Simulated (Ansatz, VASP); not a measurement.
HfC: VASP beside Ansatz

File INCAR:

```
SYSTEM = HfC
  PREC = Accurate
  ENCUT = 520
  EDIFF = 1E-7
  ISMEAR = -1
  SIGMA = 0.15
  LREAL = .False.
  LASPH = .True.
  NELM = 80
  ALGO = Normal
  ISIF = 2
  LWAVE = .False.
  LCHARG = .False.
  GGA = PE
  NBANDS = 14
```

KPOINTS

```
Automatic mesh
0
Gamma
  15 15 15
  0 0 0
```

The input POSCAR:

```
HfC
1.0
    0.0000000000      2.3250000000      2.3250000000
    2.3250000000      0.0000000000      2.3250000000
    2.3250000000      2.3250000000      0.0000000000
Hf C
1 1
Direct
    0.5000000000      0.5000000000      0.5000000000
    0.0000000000      0.0000000000      0.0000000000
```

Input for Ansatz:

```yaml
crystal:
  lattice:
    - [0.0, 2.325, 2.325]
    - [2.325, 0.0, 2.325]
    - [2.325, 2.325, 0.0]
  atoms:
    - { symbol: Hf, position: [0.5, 0.5, 0.5] }
    - { symbol: C, position: [0.0, 0.0, 0.0] }
kpoints:
  mp_grid: { grid: [15, 15, 15] }
scf:
  occupations: { method: fermi_dirac, width: 0.15 }
hamiltonian:
  xc: pbe
  pseudopotentials: { kind: all_electron, lapw: { basis_error: 0.001 } }
output:
  forces: true
  stress: true
  eigenvalues: true
```

Alike in both runs: task single point; functional PBE; k mesh 15 × 15 × 15; occupations fermi-dirac, width 0.15 eV; no spin polarisation.

```csv
,VASP,Ansatz
version,VASP 6.6.1,Ansatz 0.2.0
potentials or method,"VASP PAW PBE potentials, release 64 (Hf_pv, C), cutoff 520 eV","all-electron LAPW, scalar-relativistic"
```

```tsv
	VASP	Ansatz	Ansatz less VASP
pressure (GPa)	-0.4	0.3	+0.70
```

Ansatz ran all-electron here, and VASP with PAW potentials.

Spin-orbit coupling is off throughout.
